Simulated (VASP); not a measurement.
Input of a VASP 6.6.1 run:

The input INCAR:

```
  ALGO = Normal
  EDIFF = 1E-6
  EDIFFG = -0.005
  ENCUT = 600
  IBRION = 2
  ISIF = 3
  ISMEAR = -1
  LASPH = T
  LCHARG = F
  LREAL = F
  LWAVE = F
  NELM = 60
  NSW = 60
  PREC = Accurate
  PSTRESS = 22.0
  SIGMA = 0.1
```

File KPOINTS:

```
k-points
0
Gamma
  16 16 9
```

Contents of POSCAR:

```
Ag
1.0
    2.8220124102      0.0000000000      0.0000000000
   -1.4110062051      2.4439344370      0.0000000000
    0.0000000000      0.0000000000      4.5716601046
Ag
2
Direct
    0.3333333333      0.6666666667      0.2500000000
    0.6666666667      0.3333333333      0.7500000000
```

Potentials or basis: VASP PAW LDA potentials, release 64 (Ag).

The run is started by

```console
$ cat potpaw_LDA.64/Ag/POTCAR > POTCAR
$ mpirun -np 1 vasp_std > vasp.out
```

**Question.** Predict the space group after relaxing (to 0.05 Å).

**Answer.** P6_3/mmc (No. 194).

**Question.** What does it give for the relaxed volume?

**Answer.** 15.81 Å³/atom.

**Question.** What does it give for the relaxed cell?

**Answer.** a = 2.816 Å, b = 2.816 Å, c = 4.605 Å, α = 90.00°, β = 90.00°, γ = 120.00°.

Step by step:
```
step  energy change (eV)  largest force (eV/Å)  pressure (GPa)  volume (Å³)
   1              0.0000                0.0000            2.68        31.53
   2             -0.0037                0.0000            1.61        31.75
   3             -0.0031                0.0000            1.87        31.71
   4             -0.0022                0.0000            2.25        31.62
   5             -0.0023                0.0000            2.22        31.62
```

Caveat: the cell is relaxed towards a set pressure, so the enthalpy falls and the energy may rise.
